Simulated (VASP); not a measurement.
Here is a VASP 6.6.1 calculation.

The input INCAR:

```
ALGO = Normal
EDIFF = 1E-7
EDIFFG = -0.04
ENCUT = 600
GGA = PE
IBRION = 2
ISIF = 3
ISMEAR = 0
LASPH = T
LCHARG = F
LREAL = F
LWAVE = F
NELM = 100
NSW = 90
PREC = Accurate
SIGMA = 0.1
```

Contents of KPOINTS:

```
k-points
0
Gamma
  4 4 4
```

The input POSCAR:

```
SnTe2
1.0
    6.8021256500      0.0000000000      0.0000000000
    0.0000000000      6.8021256500      0.0000000000
    0.0000000000      0.0000000000      3.8769315600
Sn Te
2 4
Direct
    0.0000000000      0.0000000000      0.0000000000
    0.5000000000      0.5000000000      0.5000000000
    0.3000000100      0.3000000100      0.0000000000
    0.1999999900      0.8000000100      0.5000000000
    0.6999999900      0.6999999900      0.0000000000
    0.8000000100      0.1999999900      0.5000000000
```

Potentials or basis: VASP PAW PBE potentials, release 64 (Sn_d, Te).

Launch:

```bash
$ cat potpaw_PBE.64/Sn_d/POTCAR potpaw_PBE.64/Te/POTCAR > POTCAR
$ mpirun -np 1 vasp_std > vasp.out
```

Task: Estimate the relaxed cell.

Result: a = 7.058 Å, b = 7.058 Å, c = 4.447 Å, α = 90.00°, β = 90.00°, γ = 90.00°.

Task: Estimate the space group after relaxing (to 0.05 Å).

Result: P4_2/mnm (No. 136).

Forces on the atoms (eV/Å):
```
Sn   0.000  0.000  0.000
Sn   0.000  0.000  0.000
Te   0.024  0.024  0.000
Te  -0.024  0.024  0.000
Te  -0.024 -0.024  0.000
Te   0.024 -0.024  0.000
```

Caveat: the k points lie up to 0.35 Å⁻¹ apart in the final cell.
